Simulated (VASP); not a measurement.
# MgI2 (P-3m1) in VASP: further runs

MgI2 is run at these levels: LDA; tasks: single point.

Everything below comes from runs of VASP 6.6.1. Logs are shortened: lines on timing, memory, paths and dates and some standing lists are left out, and cuts for length are marked.

### Step 1. The cell of the first run

Symmetry: P-3m1, No. 164, trigonal system. The conventional cell has a = 4.077 Å, b = 4.077 Å, c = 6.689 Å, α = 90.00°, β = 90.00°, γ = 120.00°. Within 3.9 Å of Mg (site symmetry -3m) lie 6 I at 2.94 Å. Within 4.3 Å of I (site symmetry 3m) lie 3 Mg at 2.94 Å and 12 I at 3.95 to 4.23 Å.

### Step 2. Single point, LDA (atoms shifted along a free coordinate)

The input, INCAR:

```
SYSTEM = MgI2
ALGO = Normal ; EDIFF = 1E-6
ENCUT = 520 ; GGA = CA
ISIF = 2 ; ISMEAR = 0
LASPH = .True. ; LCHARG = .True.
LELF = .True. ; LREAL = .False.
LVHAR = .True. ; LWAVE = .False.
NBANDS = 15 ; NELM = 80
PREC = Accurate ; SIGMA = 0.05
```

The input, KPOINTS:

```
k-points
0
Gamma
  6 6 4
  0 0 0
```

The input, POSCAR:

```
MgI2
1.0
    4.0774752860      0.0000000000      0.0000000000
   -2.0387376430      3.5311971809      0.0000000000
    0.0000000000      0.0000000000      6.6885602206
Mg I
1 2
Direct
    0.0000000000      0.0000000000      0.0000000000
    0.3333333333      0.6666666667      0.7373977874
    0.6666666667      0.3333333333      0.2626022126
```

Potentials or basis: VASP PAW LDA potentials, release 64 (Mg, I).

Started as:

```sh
$ cat potpaw_LDA.64/Mg/POTCAR potpaw_LDA.64/I/POTCAR > POTCAR
$ mpirun -np 1 vasp_std > vasp.out
```

OUTCAR:

```text
SYSTEM = MgI2
   EDIFF = 1E-6
   ENCUT = 520
   GGA = CA
   ISIF = 2
   ISMEAR = 0
   LASPH = .True.
   LREAL = .False.
   NELM = 80
   PREC = Accurate

 ion  position               nearest neighbor table
   1  0.000  0.000  0.000-   2 2.94   3 2.94   2 2.94   3 2.94   3 2.94   2 2.94
   2  0.333  0.667  0.737-   1 2.94   1 2.94   1 2.94
   3  0.667  0.333  0.263-   1 2.94   1 2.94   1 2.94

  LATTYP: Found a hexagonal cell.
 ALAT       =     4.0774752860
 C/A-ratio  =     1.6403680590

  Lattice vectors:

 A1 = (   4.0774752860,   0.0000000000,   0.0000000000)
 A2 = (  -2.0387376430,   3.5311971809,   0.0000000000)
 A3 = (   0.0000000000,   0.0000000000,   6.6885602206)

Analysis of symmetry for initial positions (statically):
=====================================================================
 Subroutine PRICEL returns:
 Original cell was already a primitive cell.

 Routine SETGRP: Setting up the symmetry group for a
 hexagonal supercell.

 Subroutine GETGRP returns: Found 12 space group operations
 (whereof 12 operations were pure point group operations)
 out of a pool of 24 trial point group operations.

The static configuration has the point symmetry D_3d.

Analysis of symmetry for dynamics (positions and initial velocities):
=====================================================================
 Subroutine PRICEL returns:
 Original cell was already a primitive cell.

 Routine SETGRP: Setting up the symmetry group for a
 hexagonal supercell.

 Subroutine GETGRP returns: Found 12 space group operations
 (whereof 12 operations were pure point group operations)
 out of a pool of 24 trial point group operations.

The dynamic configuration has the point symmetry D_3d.

 Subroutine INISYM returns: Found 12 space group operations
 (whereof 12 operations are pure point group operations),
 and found     1 'primitive' translations

----------------------------------------------------------------------------------------

                                     Primitive cell

  volume of cell :      96.3044

  direct lattice vectors                    reciprocal lattice vectors
     4.077475286  0.000000000  0.000000000     0.245249800  0.141595038  0.000000000
    -2.038737643  3.531197181  0.000000000     0.000000000  0.283190077  0.000000000
     0.000000000  0.000000000  6.688560221     0.000000000  0.000000000  0.149509007

  length of vectors
     4.077475286  4.077475286  6.688560221     0.283190077  0.283190077  0.149509007

  position of ions in fractional coordinates (direct lattice)
     0.000000000  0.000000000  0.000000000
     0.333333333  0.666666667  0.737397787
     0.666666667  0.333333333  0.262602213

  ion indices of the primitive-cell ions
   primitive index   ion index
                 1           1
                 2           2
                 3           3

----------------------------------------------------------------------------------------

 KPOINTS: k-points

Automatic generation of k-mesh.
 Grid dimensions read from file:
 generate k-points for:    6    6    4

 Generating k-lattice:

  Cartesian coordinates                     Fractional coordinates (reciprocal lattice)
     0.040874967  0.023599173  0.000000000     0.166666667  0.000000000  0.000000000
     0.000000000  0.047198346  0.000000000     0.000000000  0.166666667  0.000000000
     0.000000000  0.000000000  0.037377252     0.000000000  0.000000000  0.250000000

  Length of vectors
     0.047198346  0.047198346  0.037377252

  Shift w.r.t. Gamma in fractional coordinates (k-lattice)
     0.000000000  0.000000000  0.000000000

 Subroutine IBZKPT returns following result:
 ===========================================

 Found     24 irreducible k-points:

 Following reciprocal coordinates:
            Coordinates               Weight
  0.000000  0.000000  0.000000      1.000000
  0.166667  0.000000  0.000000      6.000000
  0.333333  0.000000  0.000000      6.000000
  0.500000  0.000000  0.000000      3.000000
  0.166667  0.166667  0.000000      6.000000
  0.333333  0.166667  0.000000     12.000000
[... 16 lines left out ...]
  0.333333  0.166667  0.500000     12.000000
  0.333333  0.333333  0.500000      2.000000
   k-points           NKPTS =     24   k-points in BZ     NKDIM =     24   number of bands    NBANDS=     15
   number of dos      NEDOS =    301   number of ions     NIONS =      3
   total plane-waves  NPLWV =  45000
   dimension x,y,z NGX =    30 NGY =   30 NGZ =   50
   dimension x,y,z NGXF=    60 NGYF=   60 NGZF=  100
   ions per type =               1   2
   NGX,Y,Z   is equivalent  to a cutoff of  12.23, 12.23, 12.43 a.u.
   NGXF,Y,Z  is equivalent  to a cutoff of  24.46, 24.46, 24.86 a.u.
 SYSTEM =  MgI2
   PREC   = accura    normal or accurate (medium, high low for compatibility)
   ISTART =      0    job   : 0-new  1-cont  2-samecut
   ICHARG =      2    charge: 1-file 2-atom 10-const
   ISPIN  =      1    spin polarized calculation?
   LNONCOLLINEAR =      F non collinear calculations
   LSORBIT =      F    spin-orbit coupling
   LASPH  =      T    aspherical Exc in radial PAW
   ENCUT  =  520.0 eV  38.22 Ry    6.18 a.u.   7.58  7.58 12.44*2*pi/ulx,y,z
   NELM   =     80;   NELMIN=  2; NELMDL= -5     # of ELM steps
   EDIFF  = 0.1E-05   stopping-criterion for ELM
   LREAL  =      F    real-space projection
   EDIFFG = 0.1E-04   stopping-criterion for IOM
   NSW    =      0    number of steps for IOM
   IBRION =     -1    ionic relax: 0-MD 1-quasi-New 2-CG
   NFREE  =      0    steps in history (QN), initial steepest desc. (CG)
   ISIF   =      2    stress and relaxation
   ISYM   =      2    0-nonsym 1-usesym 2-fastsym
   POTIM  = 0.5000    time-step for ionic-motion
   TEBEG  =    0.0;   TEEND  =   0.0 temperature during run
   PSTRESS=    0.0 pullay stress
   NELECT =      16.0000    total number of electrons
   NUPDOWN=      -1.0000    fix difference up-down
   EMIN   =  10.00;   EMAX   =-10.00  energy-range for DOS
   EFERMI =   0.00;   METHOD = LEGACY
   ISMEAR =     0;   SIGMA  =   0.05  broadening in eV -4-tet -1-fermi 0-gaus
   EFERMI_NEDOS =   21; number of points for ismear=-14 and -15
   IALGO  =     38    algorithm
   IMIX   =      4    mixing-type and parameters
     AMIX     =   0.40;   BMIX     =  1.00
     AMIX_MAG =   1.60;   BMIX_MAG =  1.00
  volume/ion in A,a.u.               =      32.10       216.63
  Fermi-wavevector in a.u.,A,eV,Ry     =   0.899980  1.700716 11.020228  0.809964
  Thomas-Fermi vector in A             =   2.022881
   LORBIT       =      0    0 simple, 1 ext, 2 COOP (PROOUT), +10 PAW based schemes
   GGA     = CA    functional components
   LHFCALC =     F    Hartree Fock is set to
   AEXX    =    0.0000 exact exchange contribution
   IVDW    =     0    specifies the selected vdW correction
   LEPSILON=     F    determine dielectric tensor
   LRPA    =     F    only Hartree local field effects (RPA)
 non-spin polarized calculation
 Gauss-broadening in eV      SIGMA  =   0.05
  energy-cutoff  :      520.00
  volume of cell :       96.30
 maximum number of plane-waves:      2622
   NGX = 15   NGY = 15   NGZ = 25

 number of electron      15.9999997 magnetization

 Free energy of the ion-electron system (eV)
  ---------------------------------------------------
  ext. energy  EPLUGINS =         0.00000000
  ---------------------------------------------------
  free energy    TOTEN  =        -9.03777901 eV

  energy without entropy =       -9.03777901  energy(sigma->0) =       -9.03777901

 E-fermi :   3.1033     XC(G=0):  -8.8665

 val. band max:        2.8550128321   @ k =   0.0000   0.0000   0.0000
 cond. band min:       6.0693882513   @ k =   0.5000   0.0000   0.5000
 fundamental gap:      3.2143754192
 Fermi energy:         3.1033384895

 k-point     1 :       0.0000    0.0000    0.0000
  band No.  band energies     occupation
      1      -9.4933      2.00000
      2      -8.6981      2.00000
      3      -1.1912      2.00000
      4       2.4253      2.00000
      5       2.4253      2.00000
      6       2.8311      2.00000
      7       2.8550      2.00000
      8       2.8550      2.00000
      9       6.2204      0.00000
     10       7.5387      0.00000
     11       9.6124      0.00000
     12       9.6124      0.00000
     13      10.0601      0.00000
     14      11.0758      0.00000
     15      11.0758      0.00000

 k-point     2 :       0.1667    0.0000    0.0000
  band No.  band energies     occupation
      1      -9.3365      2.00000
      2      -8.6156      2.00000
      3      -0.9473      2.00000
      4       1.3275      2.00000
      5       1.8413      2.00000
      6       2.0912      2.00000
      7       2.7181      2.00000
      8       2.7835      2.00000
      9       7.1633      0.00000
     10       8.1568      0.00000
     11       8.9114      0.00000
     12       9.8290      0.00000
     13       9.8452      0.00000
     14      10.5688      0.00000
     15      11.4095      0.00000

 k-point     3 :       0.3333    0.0000    0.0000
  band No.  band energies     occupation
      1      -8.9585      2.00000
      2      -8.4696      2.00000
      3      -0.4955      2.00000
      4       0.0048      2.00000
      5       0.5481      2.00000
      6       1.6157      2.00000
      7       2.2113      2.00000
      8       2.5411      2.00000
      9       6.7807      0.00000
     10       7.9703      0.00000
     11       8.2778      0.00000
     12       9.5960      0.00000
     13      10.0271      0.00000
     14      11.5877      0.00000
     15      12.1115      0.00000

 k-point     4 :       0.5000    0.0000    0.0000
  band No.  band energies     occupation
      1      -8.6907      2.00000
      2      -8.4478      2.00000
      3      -0.9283      2.00000
      4      -0.0797      2.00000
      5       0.5407      2.00000
      6       1.4219      2.00000
      7       1.6188      2.00000
      8       2.4132      2.00000
      9       6.3580      0.00000
     10       7.7903      0.00000
     11       7.8681      0.00000
     12       9.3990      0.00000
     13      10.4313      0.00000
     14      12.1602      0.00000
     15      12.8774      0.00000
[... 307 lines left out ...]
 k-point    22 :       0.1667    0.1667    0.5000
  band No.  band energies     occupation
      1      -8.8209      2.00000
      2      -8.7791      2.00000
      3      -0.3454      2.00000
      4       0.2496      2.00000
      5       1.4290      2.00000
      6       1.4689      2.00000
      7       2.0513      2.00000
      8       2.0550      2.00000
      9       7.1294      0.00000
     10       8.5584      0.00000
     11       9.3685      0.00000
     12       9.4689      0.00000
     13      10.0502      0.00000
     14      10.3084      0.00000
     15      11.4126      0.00000

 k-point    23 :       0.3333    0.1667    0.5000
  band No.  band energies     occupation
      1      -8.5767      2.00000
      2      -8.5649      2.00000
      3      -0.7803      2.00000
      4      -0.4307      2.00000
      5       0.8699      2.00000
      6       1.0290      2.00000
      7       2.1079      2.00000
      8       2.1167      2.00000
      9       6.7807      0.00000
     10       7.9096      0.00000
     11       8.7333      0.00000
     12       9.4929      0.00000
     13       9.8880      0.00000
     14      10.6047      0.00000
     15      12.2971      0.00000

 k-point    24 :       0.3333    0.3333    0.5000
  band No.  band energies     occupation
      1      -8.4909      2.00000
      2      -8.4909      2.00000
      3      -0.3345      2.00000
      4      -0.2016      2.00000
      5      -0.2016      2.00000
      6       0.2529      2.00000
      7       2.2467      2.00000
      8       2.2467      2.00000
      9       7.3740      0.00000
     10       8.0046      0.00000
     11       8.0046      0.00000
     12       9.5695      0.00000
     13      11.1094      0.00000
     14      11.7330      0.00000
     15      11.8047      0.00000

------------------------ aborting loop because EDIFF is reached ----------------------------------------

  FORCE on cell =-STRESS in cart. coord.  units (eV):
  Direction    XX          YY          ZZ          XY          YZ          ZX
  --------------------------------------------------------------------------------------
  -------------------------------------------------------------------------------------
  Total       -0.6632831     -0.6632831     -1.4414814      0.0000000     -0.0000000      0.0000000
  in kB      -11.0347775    -11.0347775    -23.9813522      0.0000000     -0.0000000      0.0000000
  external PRESSURE =     -15.3503024 kB  Pullay stress =       0.0000000 kB

 VOLUME and BASIS-vectors are now :
 -----------------------------------------------------------------------------
  energy-cutoff  :      520.00
  volume of cell :       96.30
      direct lattice vectors                 reciprocal lattice vectors
     4.077475286  0.000000000  0.000000000     0.245249800  0.141595038  0.000000000
    -2.038737643  3.531197181  0.000000000     0.000000000  0.283190077  0.000000000
     0.000000000  0.000000000  6.688560221     0.000000000  0.000000000  0.149509007

 POSITION                                       TOTAL-FORCE (eV/Angst)
 -----------------------------------------------------------------------------------
      0.00000      0.00000      0.00000         0.000000      0.000000      0.000000
     -0.00000      2.35413      4.93213         0.000000     -0.000000      0.558398
      2.03874      1.17707      1.75643        -0.000000      0.000000     -0.558398
 -----------------------------------------------------------------------------------
    total drift:                                0.000000     -0.000000     -0.000000

  FREE ENERGIE OF THE ION-ELECTRON SYSTEM (eV)
  ---------------------------------------------------
  free  energy   TOTEN  =        -9.0377790116 eV

  energy  without entropy=       -9.0377790116  energy(sigma->0) =       -9.03777901
```

It took 49 s on 1 thread of Intel Xeon 8259CL, shared host; peak memory 0.19 GiB.

What came out:

* Free energy: -9.0378 eV
* Pressure: -1.5 GPa
* Largest force: 0.558 eV/Å
* Band gap on the k mesh: 3.21 eV (least direct gap 3.37 eV)

Forces in eV/Å, atoms in the order of the input:
```
Mg   0.000  0.000  0.000
I    0.000  0.000  0.558
I    0.000  0.000 -0.558
```

Stress tensor (GPa, compression positive):
```
-1.10  0.00  0.00
 0.00 -1.10  0.00
 0.00  0.00 -2.40
```

Caveat: the cell differs from its parent crystal (atoms shifted along a free coordinate); spin-orbit coupling is left out, which moves the levels of the heavy elements. A k mesh can miss the band edges.

(Continued in part 2 of 3.)
